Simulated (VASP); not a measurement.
# ZnO (P6_3mc) in VASP: single point with PBE

Aim: the single point of ZnO with PBE.

Everything below comes from runs of VASP 6.6.1. Logs are shortened: lines on timing, memory, paths and dates and some standing lists are left out, and cuts for length are marked.

### Step 1. The cell of the first run

Symmetry: P6_3mc, No. 186, hexagonal system. Conventional cell: a = 3.235 Å, b = 3.235 Å, c = 5.211 Å, α = 90.00°, β = 90.00°, γ = 120.00°. Zn (site symmetry 3m) has 4 O at 1.97 to 1.98 Å within 2.6 Å. O (site symmetry 3m) has 4 Zn at 1.97 to 1.98 Å within 2.6 Å.

### Step 2. Single point, PBE

The input, INCAR:

```
SYSTEM = ZnO
  PREC = Accurate
  ENCUT = 1340
  EDIFF = 1E-6
  ISMEAR = -1
  SIGMA = 0.02
  LREAL = .False.
  LASPH = .True.
  NELM = 120
  ALGO = Normal
  ISIF = 2
  LWAVE = .False.
  LCHARG = .True.
  GGA = PE
  LELF = .True.
  LVHAR = .True.
  NBANDS = 26
  GGA_COMPAT = .False.
```

The input, KPOINTS:

```
Automatic mesh
0
Gamma
  12 12 6
  0 0 0
```

The input, POSCAR:

```
ZnO
1.0
    3.2353408696      0.0000000000      0.0000000000
   -1.6176704348      2.8018873830      0.0000000000
    0.0000000000      0.0000000000      5.2109518159
Zn O
2 2
Direct
    0.3333333333      0.6666666667     -0.0023477545
    0.6666666667      0.3333333333      0.4976522455
    0.3333333333      0.6666666667      0.3773477545
    0.6666666667      0.3333333333      0.8773477545
```

Potentials or basis: VASP PAW PBE potentials, release 64 (Zn, O_h).

Command:

```sh
$ cat potpaw_PBE.64/Zn/POTCAR potpaw_PBE.64/O_h/POTCAR > POTCAR
$ mpirun -np 1 vasp_std > vasp.out
```

OUTCAR:

```text
SYSTEM = ZnO
   PREC = Accurate
   ENCUT = 1340
   EDIFF = 1E-6
   ISMEAR = -1
   LREAL = .False.
   LASPH = .True.
   NELM = 120
   ISIF = 2
   GGA = PE

 ion  position               nearest neighbor table
   1  0.333  0.667  0.998-   4 1.97   4 1.97   4 1.97   3 1.98
   2  0.667  0.333  0.498-   3 1.97   3 1.97   3 1.97   4 1.98
   3  0.333  0.667  0.377-   2 1.97   2 1.97   2 1.97   1 1.98
   4  0.667  0.333  0.877-   1 1.97   1 1.97   1 1.97   2 1.98

  LATTYP: Found a hexagonal cell.
 ALAT       =     3.2353408696
 C/A-ratio  =     1.6106345594

  Lattice vectors:

 A1 = (   3.2353408696,   0.0000000000,   0.0000000000)
 A2 = (  -1.6176704348,   2.8018873830,   0.0000000000)
 A3 = (   0.0000000000,   0.0000000000,   5.2109518159)

Analysis of symmetry for initial positions (statically):
=====================================================================
 Subroutine PRICEL returns:
 Original cell was already a primitive cell.

 Routine SETGRP: Setting up the symmetry group for a
 hexagonal supercell.

 Subroutine GETGRP returns: Found 12 space group operations
 (whereof  6 operations were pure point group operations)
 out of a pool of 24 trial point group operations.

The static configuration has the point symmetry C_3v.
 The point group associated with its full space group is C_6v.

Analysis of symmetry for dynamics (positions and initial velocities):
=====================================================================
 Subroutine PRICEL returns:
 Original cell was already a primitive cell.

 Routine SETGRP: Setting up the symmetry group for a
 hexagonal supercell.

 Subroutine GETGRP returns: Found 12 space group operations
 (whereof  6 operations were pure point group operations)
 out of a pool of 24 trial point group operations.

The dynamic configuration has the point symmetry C_3v.
 The point group associated with its full space group is C_6v.

 Subroutine INISYM returns: Found 12 space group operations
 (whereof  6 operations are pure point group operations),
 and found     1 'primitive' translations

----------------------------------------------------------------------------------------

                                     Primitive cell

  volume of cell :      47.2376

  direct lattice vectors                    reciprocal lattice vectors
     3.235340870  0.000000000  0.000000000     0.309086443  0.178451141  0.000000000
    -1.617670435  2.801887383  0.000000000     0.000000000  0.356902282  0.000000000
     0.000000000  0.000000000  5.210951816     0.000000000  0.000000000  0.191903521

  length of vectors
     3.235340870  3.235340870  5.210951816     0.356902282  0.356902282  0.191903521

  position of ions in fractional coordinates (direct lattice)
     0.333333333  0.666666667  0.997652245
     0.666666667  0.333333333  0.497652245
     0.333333333  0.666666667  0.377347755
     0.666666667  0.333333333  0.877347755

  ion indices of the primitive-cell ions
   primitive index   ion index
                 1           1
                 2           2
                 3           3
                 4           4

----------------------------------------------------------------------------------------

 KPOINTS: Automatic mesh

Automatic generation of k-mesh.
 Grid dimensions read from file:
 generate k-points for:   12   12    6

 Generating k-lattice:

  Cartesian coordinates                     Fractional coordinates (reciprocal lattice)
     0.025757204  0.014870928  0.000000000     0.083333333  0.000000000  0.000000000
     0.000000000  0.029741857  0.000000000     0.000000000  0.083333333  0.000000000
     0.000000000  0.000000000  0.031983920     0.000000000  0.000000000  0.166666667

  Length of vectors
     0.029741857  0.029741857  0.031983920

  Shift w.r.t. Gamma in fractional coordinates (k-lattice)
     0.000000000  0.000000000  0.000000000

 Subroutine IBZKPT returns following result:
 ===========================================

 Found     76 irreducible k-points:

 Following reciprocal coordinates:
            Coordinates               Weight
  0.000000  0.000000  0.000000      1.000000
  0.083333  0.000000  0.000000      6.000000
  0.166667  0.000000  0.000000      6.000000
  0.250000  0.000000  0.000000      6.000000
  0.333333  0.000000  0.000000      6.000000
  0.416667  0.000000  0.000000      6.000000
[... 16 lines left out ...]
  0.250000  0.000000  0.166667     12.000000
  0.333333  0.000000  0.166667     12.000000
 [... further k-points ...]
   k-points           NKPTS =     76   k-points in BZ     NKDIM =     76   number of bands    NBANDS=     26
   number of dos      NEDOS =    301   number of ions     NIONS =      4
   total plane-waves  NPLWV = 102400
   dimension x,y,z NGX =    40 NGY =   40 NGZ =   64
   dimension x,y,z NGXF=    80 NGYF=   80 NGZF=  128
   ions per type =               2   2
   NGX,Y,Z   is equivalent  to a cutoff of  20.55, 20.55, 20.42 a.u.
   NGXF,Y,Z  is equivalent  to a cutoff of  41.11, 41.11, 40.84 a.u.
 SYSTEM =  ZnO
   PREC   = accura    normal or accurate (medium, high low for compatibility)
   ISTART =      0    job   : 0-new  1-cont  2-samecut
   ICHARG =      2    charge: 1-file 2-atom 10-const
   ISPIN  =      1    spin polarized calculation?
   LNONCOLLINEAR =      F non collinear calculations
   LSORBIT =      F    spin-orbit coupling
   LASPH  =      T    aspherical Exc in radial PAW
   ENCUT  = 1340.0 eV  98.49 Ry    9.92 a.u.   9.66  9.66 15.55*2*pi/ulx,y,z
   NELM   =    120;   NELMIN=  2; NELMDL= -5     # of ELM steps
   EDIFF  = 0.1E-05   stopping-criterion for ELM
   LREAL  =      F    real-space projection
[... 7 lines left out ...]
   TEBEG  =    0.0;   TEEND  =   0.0 temperature during run
   PSTRESS=    0.0 pullay stress
   NELECT =      36.0000    total number of electrons
   NUPDOWN=      -1.0000    fix difference up-down
   EMIN   =  10.00;   EMAX   =-10.00  energy-range for DOS
   EFERMI =   0.00;   METHOD = LEGACY
   ISMEAR =    -1;   SIGMA  =   0.02  broadening in eV -4-tet -1-fermi 0-gaus
   EFERMI_NEDOS =   21; number of points for ismear=-14 and -15
   IALGO  =     38    algorithm
   IMIX   =      4    mixing-type and parameters
     AMIX     =   0.40;   BMIX     =  1.00
     AMIX_MAG =   1.60;   BMIX_MAG =  1.00
  volume/ion in A,a.u.               =      11.81        79.69
  Fermi-wavevector in a.u.,A,eV,Ry     =   1.495362  2.825825 30.424099  2.236108
  Thomas-Fermi vector in A             =   2.607517
   LORBIT       =      0    0 simple, 1 ext, 2 COOP (PROOUT), +10 PAW based schemes
   GGA     = PE    functional components
   LHFCALC =     F    Hartree Fock is set to
   AEXX    =    0.0000 exact exchange contribution
   IVDW    =     0    specifies the selected vdW correction
   LEPSILON=     F    determine dielectric tensor
   LRPA    =     F    only Hartree local field effects (RPA)
 non-spin polarized calculation
  energy-cutoff  :     1340.00
  volume of cell :       47.24
 maximum number of plane-waves:      5336
 NGX is ok and might be reduce to    40
   NGX = 19   NGY = 19   NGZ = 31

 number of electron      35.9999998 magnetization

 Free energy of the ion-electron system (eV)
  ---------------------------------------------------
  ext. energy  EPLUGINS =         0.00000000
  ---------------------------------------------------
  free energy    TOTEN  =       -17.82366962 eV

  energy without entropy =      -17.82366962  energy(sigma->0) =      -17.82366962

 E-fermi :   2.0095     XC(G=0): -10.9555

 val. band max:        1.5997365042   @ k =   0.0000   0.0000   0.0000
 cond. band min:       2.3957121086   @ k =   0.0000   0.0000   0.0000
 fundamental gap:      0.7959756043
 Fermi energy:         2.0095350626

 k-point     1 :       0.0000    0.0000    0.0000
  band No.  band energies     occupation
      1     -16.5548      2.00000
      2     -15.8211      2.00000
      3      -4.1374      2.00000
      4      -4.1374      2.00000
      5      -4.0989      2.00000
      6      -4.0838      2.00000
[... 18 lines left out ...]
     25      15.8100      0.00000
     26      15.8100      0.00000

 k-point     2 :       0.0833    0.0000    0.0000
  band No.  band energies     occupation
      1     -16.5158      2.00000
      2     -15.8036      2.00000
      3      -4.1854      2.00000
      4      -4.1145      2.00000
      5      -4.0587      2.00000
      6      -4.0426      2.00000
[... 18 lines left out ...]
     25      15.7792      0.00000
     26      15.9054      0.00000

 k-point     3 :       0.1667    0.0000    0.0000
  band No.  band energies     occupation
      1     -16.4060      2.00000
      2     -15.7572      2.00000
      3      -4.2943      2.00000
      4      -4.0541      2.00000
      5      -4.0268      2.00000
      6      -3.9604      2.00000
[... 18 lines left out ...]
     25      15.7110      0.00000
     26      16.0032      0.00000

 k-point     4 :       0.2500    0.0000    0.0000
  band No.  band energies     occupation
      1     -16.2466      2.00000
      2     -15.6985      2.00000
      3      -4.4040      2.00000
      4      -4.0531      2.00000
      5      -3.9798      2.00000
      6      -3.8586      2.00000
[... 18 lines left out ...]
     25      15.0166      0.00000
     26      15.8582      0.00000
[... 496 lines left out ...]
      1     -16.3639      2.00000
      2     -15.8020      2.00000
      3      -4.3268      2.00000
      4      -4.1488      2.00000
      5      -4.0443      2.00000
      6      -3.9933      2.00000
[... 18 lines left out ...]
     25      14.8760      0.00000
     26      15.7878      0.00000

 k-point    23 :       0.2500    0.0000    0.1667
  band No.  band energies     occupation
      1     -16.2102      2.00000
      2     -15.7353      2.00000
      3      -4.4354      2.00000
      4      -4.1635      2.00000
      5      -3.9655      2.00000
      6      -3.8821      2.00000
[... 18 lines left out ...]
     25      15.0166      0.00000
     26      15.7257      0.00000

 k-point    24 :       0.3333    0.0000    0.1667
  band No.  band energies     occupation
      1     -16.0420      2.00000
      2     -15.6774      2.00000
      3      -4.4895      2.00000
      4      -4.2000      2.00000
      5      -3.8986      2.00000
      6      -3.7484      2.00000
[... 18 lines left out ...]
     25      15.0826      0.00000
     26      15.6832      0.00000

 [... further k-points ...]
[... 5 lines left out ...]
  --------------------------------------------------------------------------------------
  -------------------------------------------------------------------------------------
  Total        2.0536957      2.0536957      2.0899088      0.0000000      0.0000000      0.0000000
  in kB       69.6560592     69.6560592     70.8843153      0.0000000      0.0000000      0.0000000
  external PRESSURE =      70.0654779 kB  Pullay stress =       0.0000000 kB

 VOLUME and BASIS-vectors are now :
 -----------------------------------------------------------------------------
  energy-cutoff  :     1340.00
  volume of cell :       47.24
      direct lattice vectors                 reciprocal lattice vectors
     3.235340870  0.000000000  0.000000000     0.309086443  0.178451141  0.000000000
    -1.617670435  2.801887383  0.000000000     0.000000000  0.356902282  0.000000000
     0.000000000  0.000000000  5.210951816     0.000000000  0.000000000  0.191903521

 POSITION                                       TOTAL-FORCE (eV/Angst)
 -----------------------------------------------------------------------------------
     -0.00000      1.86792      5.19872        -0.000000     -0.000000      0.004309
      1.61767      0.93396      2.59324         0.000000     -0.000000      0.004309
     -0.00000      1.86792      1.96634        -0.000000      0.000000     -0.004309
      1.61767      0.93396      4.57182         0.000000     -0.000000     -0.004309
 -----------------------------------------------------------------------------------
    total drift:                               -0.000000      0.000000     -0.000383

  FREE ENERGIE OF THE ION-ELECTRON SYSTEM (eV)
  ---------------------------------------------------
  free  energy   TOTEN  =       -17.8236696216 eV

  energy  without entropy=      -17.8236696216  energy(sigma->0) =      -17.82366962
```

Wall time 4.8 min (1 thread of Intel Xeon Platinum 8259CL at 2.50GHz (Skylake/Cascade Lake), shared host); peak memory 0.52 GiB.

Results:

| Quantity | Value |
| --- | --- |
| Free energy | -17.8237 eV |
| Pressure | 7.0 GPa |
| Largest force | 0.004 eV/Å |
| Band gap on the k mesh | 0.80 eV |

Forces on the atoms (eV/Å):
```
Zn   0.000  0.000  0.004
Zn   0.000  0.000  0.004
O    0.000  0.000 -0.004
O    0.000  0.000 -0.004
```

Stress tensor (GPa, compression positive):
```
6.97 0.00 0.00
0.00 6.97 0.00
0.00 0.00 7.09
```

Levels at points of the mesh, in eV from the valence-band top:
| k point | band 15 | band 16 | band 17 | band 18 | band 19 | band 20 | band 21 | band 22 |
| --- | --- | --- | --- | --- | --- | --- | --- | --- |
| (0.00, 0.00, 0.00) | -0.80 | -0.09 | 0.00 | 0.00 | 0.80 | 5.25 | 8.23 | 12.93 |
| (0.50, 0.00, 0.00) | -2.85 | -2.29 | -1.30 | -0.85 | 5.81 | 6.88 | 7.60 | 8.56 |
| (0.00, 0.00, 0.50) | -0.40 | -0.40 | -0.40 | -0.40 | 3.47 | 3.47 | 10.10 | 10.10 |
| (0.50, 0.00, 0.50) | -1.53 | -1.53 | -1.39 | -1.39 | 5.72 | 5.72 | 8.47 | 8.47 |

Caveat: the cell stands under pressure; semilocal functionals underestimate gaps, and a narrow one can read as zero.
